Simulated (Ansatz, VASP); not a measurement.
Ir: VASP beside Ansatz

```
Ir
1.0
     0.00000    1.91560    1.91560
     1.91560    0.00000    1.91560
     1.91560    1.91560    0.00000
Ir
1
Direct
  0.00000 0.00000 0.00000
```

Alike in both runs: task single point; functional PBE; k mesh 7 × 7 × 7; occupations fermi-dirac, width 0.06 eV; no spin polarisation.

|  | VASP | Ansatz |
| --- | --- | --- |
| version | VASP 6.6.1 | Ansatz 0.2.0 |
| potentials or method | VASP PAW PBE potentials, release 64 (Ir), cutoff 520 eV | all-electron LAPW, scalar-relativistic |

VASP gave:

- gap on the k mesh at the Fermi level (eV): none
- pressure (GPa): 11.0

Q: What did Ansatz give for the same quantities?

A: gap on the k mesh at the Fermi level (eV): none; pressure (GPa): 10.3.

A gap of «none» marks a metal or a gap that the smearing closes. Ansatz ran all-electron here, and VASP with PAW potentials.

The k mesh is coarse, so the values compare programs but aren't converged. Spin-orbit coupling is off throughout. Noted on Ansatz's run: the k mesh is thin for a metal, which can move the energy by tens of meV per atom.
